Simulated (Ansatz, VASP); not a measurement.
MgS in VASP and in Ansatz

The input INCAR:

```
PREC = Accurate
ENCUT = 520
EDIFF = 1E-6
ISMEAR = -1
SIGMA = 0.03
LREAL = False
LASPH = True
NELM = 100
ALGO = Normal
ISIF = 2
LWAVE = False
LCHARG = False
GGA = RE
NBANDS = 11
```

KPOINTS

```
Automatic mesh
0
Gamma
  14 14 14
```

Contents of POSCAR:

```
MgS
1.0
    0.0000000000      2.6144408669      2.6144408669
    2.6144408669      0.0000000000      2.6144408669
    2.6144408669      2.6144408669      0.0000000000
Mg S
1 1
Direct
    0.0000000000      0.0000000000      0.0000000000
    0.5000000000      0.5000000000      0.5000000000
```

Input for Ansatz:

```yaml
crystal:
  lattice:
    - [0.0, 2.6144408669, 2.6144408669]
    - [2.6144408669, 0.0, 2.6144408669]
    - [2.6144408669, 2.6144408669, 0.0]
  atoms:
    - { symbol: Mg, position: [0.0, 0.0, 0.0] }
    - { symbol: S, position: [0.5, 0.5, 0.5] }
kpoints:
  mp_grid: { grid: [14, 14, 14] }
  band_path:
    path:
      - [0.0, 0.0, 0.0]
      - [0.5, 0.0, 0.5]
      - [0.625, 0.25, 0.625]
      - [0.375, 0.375, 0.75]
      - [0.0, 0.0, 0.0]
      - [0.5, 0.5, 0.5]
      - [0.5, 0.25, 0.75]
      - [0.5, 0.0, 0.5]
    npoints: 5
scf:
  occupations: { method: fermi_dirac, width: 0.03 }
hamiltonian:
  xc: revpbe
  pseudopotentials: { kind: all_electron, lapw: { basis_error: 0.001 } }
output:
  forces: true
  stress: true
  eigenvalues: true
```

Alike in both runs: task single point; functional revPBE; k mesh 14 × 14 × 14; occupations fermi-dirac, width 0.03 eV; no spin polarisation.

|  | VASP | Ansatz |
| --- | --- | --- |
| version | VASP 6.6.1 | Ansatz 0.2.0 |
| potentials or method | VASP PAW PBE potentials, release 64 (Mg, S), cutoff 520 eV | all-electron LAPW, scalar-relativistic |

```tsv
	VASP	Ansatz	Ansatz less VASP
gap on the k mesh at the Fermi level (eV)	2.86	2.89	+0.023
pressure (GPa)	1.4	1.7	+0.34
```

VASP's potentials were made for PBE, not for revPBE. Ansatz ran all-electron here, and VASP with PAW potentials.
